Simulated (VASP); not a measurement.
BP (CsCl type), 2 atoms in the cell. The structure is cubic, space group Pm-3m (No. 221). Conventional cell: a = 2.716 Å, b = 2.716 Å, c = 2.716 Å, α = 90.00°, β = 90.00°, γ = 90.00°. Within 3.1 Å of B (site symmetry m-3m) lie 8 P at 2.35 Å and 6 B at 2.72 Å. P (site symmetry m-3m) has 8 B at 2.35 Å and 6 P at 2.72 Å within 3.1 Å. 

- Program: VASP 6.6.1
- Task: single point
- Functional: PBE
- Potentials or basis: VASP PAW PBE potentials, release 64 (B, P)
- Cutoff: 520 eV
- k mesh: 15 × 15 × 15
- Occupations: fermi-dirac, width 0.1 eV
- Spin: no spin polarisation
- Dipole correction: no
- Further INCAR settings: ALGO = Normal; EDIFF = 1e-07; NBANDS = 11

Potentials or basis: VASP PAW PBE potentials, release 64 (B, P).

The run is started by

```console
$ cat potpaw_PBE.64/B/POTCAR potpaw_PBE.64/P/POTCAR > POTCAR
$ mpirun -np 1 vasp_std > vasp.out
```

Hardware: 1 thread of Intel(R) Xeon(R) 6975P-C (Granite Rapids) (shared host).

Task: Estimate the wall time of this run.

Result: Run time: 7.5 s on 1 thread of Intel(R) Xeon(R) 6975P-C (Granite Rapids) (shared host), peak memory 0.13 GiB. Counts: scf iterations 11, k points 120.
